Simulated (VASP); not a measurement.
Set up this calculation in VASP 6.6.1, as the native input.

* Task: single point
* Functional: PBE
* Potentials or basis: VASP PAW PBE potentials, release 64 (Co)
* Cutoff: 520 eV
* k mesh: 10 × 10 × 6
* Occupations: fermi-dirac, width 0.05 eV
* Spin: collinear spin, ferromagnetic start
* Starting moments: [2.0, 2.0] μB
* Dipole correction: no
* Further INCAR settings: ALGO = Fast; EDIFF = 1e-06; NBANDS = 20

The structure of Co lies in POSCAR:

```
Co
1.0
    2.4472799042      0.0000000000      0.0000000000
   -1.2236399521      2.1194065672      0.0000000000
    0.0000000000      0.0000000000      4.0211440800
Co
2
Direct
    0.6666666667      0.3333333333      0.7500000000
    0.3333333333      0.6666666667      0.2500000000
```

One way to write it, as run:

INCAR

```
PREC = Accurate ; ENCUT = 520
EDIFF = 1E-6 ; ISMEAR = -1
SIGMA = 0.05 ; LREAL = False
LASPH = True ; NELM = 150
ALGO = Fast ; ISIF = 2
LWAVE = False ; LCHARG = False
ISPIN = 2 ; MAGMOM = 2 2
LORBIT = 11 ; LMAXMIX = 4
GGA = PE ; NBANDS = 20
```

KPOINTS

```
regular mesh
0
Gamma
  10 10 6
```

Potentials or basis: VASP PAW PBE potentials, release 64 (Co).

Launch:

```bash
$ cat potpaw_PBE.64/Co/POTCAR > POTCAR
$ mpirun -np 1 vasp_std > vasp.out
```

It gave:

* Pressure: 9.6 GPa
* Net moment: 3.26 μB per cell
* Site moments: Co +1.64 μB
* Valence electrons inside the program's atomic spheres: Co 8.35

Caveat: the cell stands under pressure.

It took 50 s on 1 thread of Intel(R) Xeon(R) Platinum 8488C (Sapphire Rapids), with other jobs on the host, peak memory 0.15 GiB.
